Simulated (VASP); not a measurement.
# Sc in VASP: further runs

The runs below take Sc through single point, with PBE.

Program: VASP 6.6.1. These are calculated values, not measurements. Logs are shortened: lines on timing, memory, paths and dates and some standing lists are left out, and cuts for length are marked.

### Step 1. The cell of the first run

The typed cell holds 1 atom: a = 3.266 Å, b = 3.266 Å, c = 3.268 Å, α = 59.98°, β = 59.98°, γ = 60.03°.

### Step 2. Single point, PBE

File INCAR:

```
ALGO = Normal ; EDIFF = 1E-6
ENCUT = 520 ; GGA = PE
ISIF = 2 ; ISMEAR = 0
LASPH = True ; LCHARG = False
LREAL = False ; LWAVE = False
NBANDS = 12 ; NELM = 100
PREC = Accurate ; SIGMA = 0.1
```

File KPOINTS:

```
k-points
0
Gamma
  16 16 16
```

File POSCAR:

```
Sc
1.0
    3.2657238007      0.0567150050      0.0132603156
    1.5823970637      2.8572981384      0.0185495828
    1.6073238149      0.9610948665      2.6777555164
Sc
1
Direct
    0.0000000000      0.0000000000      0.0000000000
```

Potentials or basis: VASP PAW PBE potentials, release 64 (Sc_sv).

Command:

```console
$ cat potpaw_PBE.64/Sc_sv/POTCAR > POTCAR
$ mpirun -np 1 vasp_std > vasp.out
```

OUTCAR:

```text
EDIFF = 1E-6
   ENCUT = 520
   GGA = PE
   ISIF = 2
   ISMEAR = 0
   LASPH = True
   LREAL = False
   NELM = 100
   PREC = Accurate

 ion  position               nearest neighbor table
   1  0.000  0.000  0.000-

  LATTYP: Found a base centered monoclinic cell.
 ALAT       =     5.6563011106
 B/A-ratio  =     0.5776831714
 C/A-ratio  =     0.5777017031
 COS(beta)  =    -0.5776608797

  Lattice vectors:

 A1 = (   1.6583999858,  -0.9043798615,  -2.6644952008)
 A2 = (  -0.0249267512,   1.8962032719,  -2.6592059336)
 A3 = (   1.6073238149,   0.9610948665,   2.6777555164)

Analysis of symmetry for initial positions (statically):
=====================================================================
 Subroutine PRICEL returns:
 Original cell was already a primitive cell.

 Routine SETGRP: Setting up the symmetry group for a
 base centered monoclinic supercell.

 Subroutine GETGRP returns: Found  4 space group operations
 (whereof  4 operations were pure point group operations)
 out of a pool of  4 trial point group operations.

The static configuration has the point symmetry C_2h.

Analysis of symmetry for dynamics (positions and initial velocities):
=====================================================================
 Subroutine PRICEL returns:
 Original cell was already a primitive cell.

 Routine SETGRP: Setting up the symmetry group for a
 base centered monoclinic supercell.

 Subroutine GETGRP returns: Found  4 space group operations
 (whereof  4 operations were pure point group operations)
 out of a pool of  4 trial point group operations.

The dynamic configuration has the point symmetry C_2h.

 Subroutine INISYM returns: Found  4 space group operations
 (whereof  4 operations are pure point group operations),
 and found     1 'primitive' translations

----------------------------------------------------------------------------------------

                                     Primitive cell

  volume of cell :      24.6489

  direct lattice vectors                    reciprocal lattice vectors
     3.265723801  0.056715005  0.013260316     0.309681268 -0.170695197 -0.124620713
     1.582397064  2.857298138  0.018549583    -0.005644236  0.353909456 -0.123636547
     1.607323815  0.961094866  2.677755516    -0.001494451 -0.001606346  0.374920679

  length of vectors
     3.266243158  3.266263493  3.267654785     0.374926206  0.374926334  0.374927099

  position of ions in fractional coordinates (direct lattice)
     0.000000000  0.000000000  0.000000000

[... 77 lines left out ...]
   EDIFFG = 0.1E-04   stopping-criterion for IOM
   NSW    =      0    number of steps for IOM
   IBRION =     -1    ionic relax: 0-MD 1-quasi-New 2-CG
   NFREE  =      0    steps in history (QN), initial steepest desc. (CG)
   ISIF   =      2    stress and relaxation
   ISYM   =      2    0-nonsym 1-usesym 2-fastsym
   POTIM  = 0.5000    time-step for ionic-motion
   TEBEG  =    0.0;   TEEND  =   0.0 temperature during run
   PSTRESS=    0.0 pullay stress
   NELECT =      11.0000    total number of electrons
   NUPDOWN=      -1.0000    fix difference up-down
   EMIN   =  10.00;   EMAX   =-10.00  energy-range for DOS
   EFERMI =   0.00;   METHOD = LEGACY
   ISMEAR =     0;   SIGMA  =   0.10  broadening in eV -4-tet -1-fermi 0-gaus
   EFERMI_NEDOS =   21; number of points for ismear=-14 and -15
   IALGO  =     38    algorithm
   IMIX   =      4    mixing-type and parameters
     AMIX     =   0.40;   BMIX     =  1.00
     AMIX_MAG =   1.60;   BMIX_MAG =  1.00
  volume/ion in A,a.u.               =      24.65       166.34
  Fermi-wavevector in a.u.,A,eV,Ry     =   1.251045  2.364132 21.294662  1.565114
  Thomas-Fermi vector in A             =   2.385011
   LORBIT       =      0    0 simple, 1 ext, 2 COOP (PROOUT), +10 PAW based schemes
   GGA     = PE    functional components
   LHFCALC =     F    Hartree Fock is set to
   AEXX    =    0.0000 exact exchange contribution
   IVDW    =     0    specifies the selected vdW correction
   LEPSILON=     F    determine dielectric tensor
   LRPA    =     F    only Hartree local field effects (RPA)
 non-spin polarized calculation
 Gauss-broadening in eV      SIGMA  =   0.10
  energy-cutoff  :      520.00
  volume of cell :       24.65
 maximum number of plane-waves:       684
   NGX = 13   NGY = 13   NGZ = 13

 number of electron      10.9999996 magnetization

 Free energy of the ion-electron system (eV)
  ---------------------------------------------------
  ext. energy  EPLUGINS =         0.00000000
  ---------------------------------------------------
  free energy    TOTEN  =        -6.20589283 eV

  energy without entropy =       -6.19566668  energy(sigma->0) =       -6.20077975

 E-fermi :   3.7405     XC(G=0):  -9.8749

 val. band max:        3.7393063408   @ k =   0.1250  -0.0000   0.5000
 cond. band min:       3.7498926289   @ k =  -0.4375  -0.4375   0.4375
 fundamental gap:      0.0105862881
 Fermi energy:         3.7404541237

 k-point     1 :       0.0000    0.0000    0.0000
  band No.  band energies     occupation
      1     -45.6957      2.00000
      2     -24.1126      2.00000
      3     -24.1125      2.00000
      4     -24.1124      2.00000
      5      -1.4504      2.00000
      6       5.3191      0.00000
      7       5.3194      0.00000
      8       5.3247      0.00000
      9       6.6939      0.00000
     10       6.7002      0.00000
     11      16.2425      0.00000
     12      19.6352      0.00000
[... 331 lines left out ...]
 k-point    24 :      -0.0625    0.0625    0.0000
  band No.  band energies     occupation
      1     -45.6899      2.00000
      2     -24.1496      2.00000
      3     -24.1235      2.00000
      4     -24.1152      2.00000
      5      -1.1882      2.00000
      6       5.1259      0.00000
      7       5.4146      0.00000
      8       5.4221      0.00000
      9       6.5603      0.00000
     10       6.7057      0.00000
     11      16.4465      0.00000
     12      18.0524      0.00000

 [... further k-points ...]
[... 5 lines left out ...]
  --------------------------------------------------------------------------------------
  -------------------------------------------------------------------------------------
  Total        0.0038947      0.0030310      0.0036144      0.0008188     -0.0009023     -0.0014936
  in kB        0.2531525      0.1970126      0.2349386      0.0532232     -0.0586479     -0.0970814
  external PRESSURE =       0.2283679 kB  Pullay stress =       0.0000000 kB

 VOLUME and BASIS-vectors are now :
 -----------------------------------------------------------------------------
  energy-cutoff  :      520.00
  volume of cell :       24.65
      direct lattice vectors                 reciprocal lattice vectors
     3.265723801  0.056715005  0.013260316     0.309681268 -0.170695197 -0.124620713
     1.582397064  2.857298138  0.018549583    -0.005644236  0.353909456 -0.123636547
     1.607323815  0.961094866  2.677755516    -0.001494451 -0.001606346  0.374920679

 POSITION                                       TOTAL-FORCE (eV/Angst)
 -----------------------------------------------------------------------------------
      0.00000      0.00000      0.00000         0.000000     -0.000000      0.000000
 -----------------------------------------------------------------------------------
    total drift:                                0.000000     -0.000000      0.000000

  FREE ENERGIE OF THE ION-ELECTRON SYSTEM (eV)
  ---------------------------------------------------
  free  energy   TOTEN  =        -6.2058928288 eV

  energy  without entropy=       -6.1956666761  energy(sigma->0) =       -6.20077975
```

stdout:

```text
POSCAR found type information on POSCAR Sc
 POSCAR found :  1 types and       1 ions
 scaLAPACK will be used
 LDA part: xc-table for (Slater+PW92), standard interpolation
 POSCAR, INCAR and KPOINTS ok, starting setup
 FFT: planning ... GRIDC
 FFT: planning ... GRID_SOFT
 FFT: planning ... GRID
 WAVECAR not read
 entering main loop
```

Wall time 2.3 min (1 thread of Intel Xeon Platinum 8259CL at 2.50GHz (Skylake/Cascade Lake), shared host); peak memory 0.4 GiB.

What came out:

```
Free energy : -6.2059 eV
Pressure    : 0.0 GPa
```

### Step 3. Single point, PBE

This run uses another cell than the first one, of 24.35 Å³/atom, 0.988 times its volume.

File INCAR:

```
SYSTEM = Sc
PREC = Accurate
ENCUT = 520
EDIFF = 1E-7
ISMEAR = 0
SIGMA = 0.1
LREAL = .FALSE.
LASPH = .TRUE.
NELM = 100
ALGO = Normal
ISIF = 2
LWAVE = .FALSE.
LCHARG = .TRUE.
GGA = PE
LELF = .TRUE.
LVHAR = .TRUE.
NBANDS = 12
```

File KPOINTS:

```
Automatic mesh
0
G
  6 6 6
  0 0 0
```

File POSCAR:

```
Sc
1.0
    3.2019616822      0.0000000000      0.0000000000
    1.5021078373      2.8441406042      0.0000000000
    1.5489936237      0.9264468030      2.6741812389
Sc
1
Direct
    0.0000000000      0.0000000000      0.0000000000
```

Potentials or basis: VASP PAW PBE potentials, release 64 (Sc_sv).

Command:

```console
$ cat potpaw_PBE.64/Sc_sv/POTCAR > POTCAR
$ mpirun -np 1 vasp_std > vasp.out
```

Run time: 17 s. Hardware: 1 thread of Intel Xeon Platinum 8259CL at 2.50GHz (Skylake/Cascade Lake), shared host; peak memory 0.16 GiB.

The run converged. Its results:

```
Free energy : -6.2086 eV
Pressure    : 0.7 GPa
```

Stress tensor (GPa, compression positive):
```
1.78 1.01 0.55
1.01 0.12 0.52
0.55 0.52 0.28
```

Levels at points of the mesh, in eV from the Fermi level:
```tsv
k point	band 2	band 3	band 4	band 5	band 6	band 7	band 8	band 9
(0.00, 0.00, 0.00)	-27.82	-27.82	-27.81	-5.20	1.44	1.52	1.81	2.95
(0.50, 0.00, 0.00)	-28.23	-27.87	-27.86	-1.79	0.20	1.35	1.66	3.78
(0.00, 0.50, 0.00)	-28.22	-27.87	-27.86	-1.81	0.14	1.37	1.67	3.79
(0.50, 0.50, 0.00)	-28.21	-27.98	-27.95	-1.52	-0.66	2.11	3.87	4.12
(0.00, 0.00, 0.50)	-28.22	-27.87	-27.86	-1.79	0.19	1.28	1.74	3.82
(0.50, 0.00, 0.50)	-28.20	-27.97	-27.95	-1.54	-0.63	1.90	3.87	4.10
(0.00, 0.50, 0.50)	-28.20	-27.98	-27.94	-1.54	-0.63	1.90	3.87	4.11
(0.50, 0.50, 0.50)	-28.25	-27.89	-27.88	-1.70	0.51	1.35	1.48	3.93
```

Caveat: the k points lie up to 0.39 Å⁻¹ apart.

### Step 4. Single point, PBE (biaxial strain in the a-b plane: +1.0 %, then relaxed in part)

File INCAR:

```
SYSTEM = Sc
  ALGO = Normal
  EDIFF = 1E-7
  ENCUT = 520
  GGA = PE
  ISIF = 2
  ISMEAR = 0
  LASPH = .TRUE.
  LCHARG = .FALSE.
  LREAL = .FALSE.
  LWAVE = .FALSE.
  NBANDS = 18
  NELM = 100
  PREC = Accurate
  SIGMA = 0.1
```

File KPOINTS:

```
k-points
0
G
  14 14 10
  0 0 0
```

File POSCAR:

```
Sc
1.0
    3.3002783982      0.0000000000      0.0000000000
    0.0000000000      3.3002783982      0.0000000000
    0.0000000000      0.0000000000      4.5643676115
Sc
2
Direct
    0.0000000000      0.0000000000      0.0000000000
    0.5000000000      0.5000000000      0.5000000000
```

Command:

```console
$ cat potpaw_PBE.64/Sc_sv/POTCAR > POTCAR
$ mpirun -np 1 vasp_std > vasp.out
```

It took 2.4 min on 1 thread of Intel Xeon Platinum 8259CL at 2.50GHz (Skylake/Cascade Lake), shared host; peak memory 0.28 GiB.

It converged, with:

```yaml
Free_energy: -12.4104 eV
Pressure: -0.4 GPa
Band_gap_on_the_k_mesh: zero (band 11 reaches 4.10 eV, above the bottom of band 12 at 3.10 eV)
```

Stress tensor (GPa, compression positive):
```
-0.61  0.00  0.00
 0.00 -0.61  0.00
 0.00  0.00  0.02
```

Levels at points of the mesh, in eV from the Fermi level:
| k point | band 9 | band 10 | band 11 | band 12 | band 13 | band 14 |
| --- | --- | --- | --- | --- | --- | --- |
| (0.00, 0.00, 0.00) | -5.17 | -1.48 | -0.65 | 1.52 | 1.52 | 1.66 |
| (0.50, 0.00, 0.00) | -1.87 | -1.87 | 0.41 | 0.41 | 0.72 | 0.72 |
| (0.50, 0.50, 0.00) | -1.51 | -1.51 | -0.59 | -0.59 | 1.78 | 1.78 |
| (0.00, 0.00, 0.50) | -3.25 | -3.25 | 0.35 | 0.35 | 1.76 | 1.76 |
| (0.50, 0.00, 0.50) | -1.76 | -1.76 | 0.21 | 0.21 | 1.38 | 1.38 |
| (0.50, 0.50, 0.50) | -0.62 | -0.62 | 0.18 | 0.18 | 0.18 | 0.18 |

Caveat: the cell differs from its parent crystal (biaxial strain in the a-b plane: +1.0 %, then relaxed in part).

### Step 5. Single point, PBE (biaxial strain in the a-b plane: +1.0 %)

File INCAR:

```
PREC     = Accurate       # precision mode
ENCUT    = 520            # plane-wave cutoff, eV
EDIFF    = 1E-6           # SCF threshold, eV
ISMEAR   = 0              # smearing method
SIGMA    = 0.1            # smearing width, eV
LREAL    = F              # projectors in reciprocal space
LASPH    = T              # aspherical terms in the spheres
NELM     = 100            # most SCF steps
ALGO     = Normal         # electronic algorithm
ISIF     = 2              # what is computed and relaxed
LWAVE    = F              # write WAVECAR
LCHARG   = T              # write CHGCAR
GGA      = PE             # functional
LELF     = T              # ELF
LVHAR    = T            
NBANDS   = 18             # bands
```

File KPOINTS:

```
Automatic mesh
0
Gamma
  14 14 10
```

POSCAR, as its differences from that of step 4:

```diff
@@ -4,3 +4,3 @@
     0.0000000000      3.3002783982      0.0000000000
-    0.0000000000      0.0000000000      4.5643676115
+    0.0000000000      0.0000000000      4.5894050552
 Sc
```

Potentials or basis: VASP PAW PBE potentials, release 64 (Sc_sv).

Command:

```console
$ cat potpaw_PBE.64/Sc_sv/POTCAR > POTCAR
$ mpirun -np 1 vasp_std > vasp.out
```

OUTCAR:

```text
PREC = Accurate
   ENCUT = 520
   EDIFF = 1E-6
   ISMEAR = 0
   LREAL = F
   LASPH = T
   NELM = 100
   ISIF = 2
   GGA = PE

 ion  position               nearest neighbor table
   1  0.000  0.000  0.000-   2 3.27   2 3.27   2 3.27   2 3.27   2 3.27   2 3.27   2 3.27   2 3.27

   2  0.500  0.500  0.500-   1 3.27   1 3.27   1 3.27   1 3.27   1 3.27   1 3.27   1 3.27   1 3.27

  LATTYP: Found a simple tetragonal cell.
 ALAT       =     3.3002783982
 C/A-ratio  =     1.3906114883

  Lattice vectors:

 A1 = (   3.3002783982,   0.0000000000,   0.0000000000)
 A2 = (   0.0000000000,   3.3002783982,   0.0000000000)
 A3 = (   0.0000000000,   0.0000000000,   4.5894050552)

Analysis of symmetry for initial positions (statically):
=====================================================================
 Subroutine PRICEL returns following result:

  LATTYP: Found a body centered tetragonal cell.
 ALAT       =     3.3002783982
 C/A-ratio  =     1.3906114883

  Lattice vectors:

 A1 = (  -1.6501391991,  -1.6501391991,  -2.2947025276)
[... 175 lines left out ...]

 Free energy of the ion-electron system (eV)
  ---------------------------------------------------
  ext. energy  EPLUGINS =         0.00000000
  ---------------------------------------------------
  free energy    TOTEN  =       -12.41021255 eV

  energy without entropy =      -12.39003559  energy(sigma->0) =      -12.40012407

 E-fermi :   3.6579     XC(G=0):  -9.8200

 val. band max:        3.6559853934   @ k =   0.3571   0.0714   0.4000
 cond. band min:       3.6580620281   @ k =   0.4286   0.2143   0.0000
 fundamental gap:      0.0020766347
 Fermi energy:         3.6578775582

 k-point     1 :       0.0000    0.0000    0.0000
  band No.  band energies     occupation
      1     -45.8168      2.00000
      2     -45.7405      2.00000
      3     -24.5933      2.00000
      4     -24.3819      2.00000
      5     -24.3819      2.00000
      6     -24.2410      2.00000
[... 481 lines left out ...]
      5     -24.4541      2.00000
      6     -24.3619      2.00000
[... 10 lines left out ...]
     17       6.3820      0.00000
     18       7.2312      0.00000

 [... further k-points ...]
[... 5 lines left out ...]
  --------------------------------------------------------------------------------------
  -------------------------------------------------------------------------------------
  Total       -0.2637303     -0.2637303     -0.1101191      0.0000000      0.0000000     -0.0000000
  in kB       -8.4530422     -8.4530422     -3.5295203      0.0000000      0.0000000     -0.0000000
  external PRESSURE =      -6.8118683 kB  Pullay stress =       0.0000000 kB

 VOLUME and BASIS-vectors are now :
 -----------------------------------------------------------------------------
  energy-cutoff  :      520.00
  volume of cell :       49.99
      direct lattice vectors                 reciprocal lattice vectors
     3.300278398  0.000000000  0.000000000     0.303004741  0.000000000  0.000000000
     0.000000000  3.300278398  0.000000000     0.000000000  0.303004741  0.000000000
     0.000000000  0.000000000  4.589405055     0.000000000  0.000000000  0.217893167

 POSITION                                       TOTAL-FORCE (eV/Angst)
 -----------------------------------------------------------------------------------
      0.00000      0.00000      0.00000        -0.000000     -0.000000     -0.000000
      1.65014      1.65014      2.29470         0.000000      0.000000      0.000000
 -----------------------------------------------------------------------------------
    total drift:                                0.000000      0.000000      0.000000

  FREE ENERGIE OF THE ION-ELECTRON SYSTEM (eV)
  ---------------------------------------------------
  free  energy   TOTEN  =       -12.4102125478 eV

  energy  without entropy=      -12.3900355944  energy(sigma->0) =      -12.40012407
```

OSZICAR:

```text
N       E                     dE             d eps       ncg     rms          rms(c)
DAV:   1     0.293621618565E+03    0.29362E+03   -0.10256E+04  7800   0.127E+03
DAV:   2     0.133975942873E+01   -0.29228E+03   -0.28743E+03  8880   0.527E+02
DAV:   3    -0.134903609365E+02   -0.14830E+02   -0.14289E+02 12628   0.136E+02
DAV:   4    -0.138191111708E+02   -0.32875E+00   -0.32418E+00 11806   0.185E+01
DAV:   5    -0.138237080930E+02   -0.45969E-02   -0.45952E-02 13268   0.227E+00    0.744E+00
DAV:   6    -0.125747862112E+02    0.12489E+01   -0.27625E+00 10440   0.184E+01    0.222E+00
DAV:   7    -0.124208078151E+02    0.15398E+00   -0.71136E-01 10714   0.847E+00    0.880E-01
DAV:   8    -0.124133664572E+02    0.74414E-02   -0.54338E-02 10522   0.281E+00    0.339E-01
DAV:   9    -0.124102264649E+02    0.31400E-02   -0.16987E-02 10634   0.131E+00    0.413E-02
DAV:  10    -0.124102147102E+02    0.11755E-04   -0.30389E-04 12658   0.233E-01    0.880E-03
DAV:  11    -0.124102097397E+02    0.49705E-05   -0.75695E-06 11206   0.297E-02    0.326E-03
DAV:  12    -0.124102124546E+02   -0.27149E-05   -0.44372E-07  5972   0.778E-03    0.148E-03
DAV:  13    -0.124102125478E+02   -0.93204E-07   -0.15916E-07  5344   0.545E-03
   1 F= -.12410213E+02 E0= -.12400124E+02  d E =-.201770E-01
```

It took 2.3 min on 1 thread of Intel Xeon Platinum 8259CL at 2.50GHz (Skylake/Cascade Lake), shared host; peak memory 0.29 GiB.

Results:

```yaml
Free_energy: -12.4102 eV
Pressure: -0.7 GPa
Band_gap_on_the_k_mesh: zero (band 11 reaches 4.05 eV, above the bottom of band 12 at 3.07 eV)
```

Caveat: the cell differs from its parent crystal (biaxial strain in the a-b plane: +1.0 %).

### Step 6. Summary

```tsv
cell	k mesh	gap on the mesh (eV)	pressure (GPa)
a = 3.266, b = 3.266, c = 3.268 Å, angles 60.0°, 1 atom	16 × 16 × 16	none	0.0
a = 3.202, b = 3.216, c = 3.226 Å, angles 61.4, 61.3, 62.2°, 1 atom	6 × 6 × 6	none	0.7
a = 3.300, b = 3.300, c = 4.564 Å, 2 atoms	14 × 14 × 10	none	-0.4
a = 3.300, b = 3.300, c = 4.589 Å, 2 atoms	14 × 14 × 10	none	-0.7
```

Alike in all rows: task single point; level PBE; potentials or basis VASP PAW PBE potentials, release 64 (Sc_sv); no spin polarisation; cutoff (eV) 520; smearing gaussian 0.1 eV.

Caveats: some runs use coarse meshes.

Absolute energies hang on the potentials; compare differences alone.
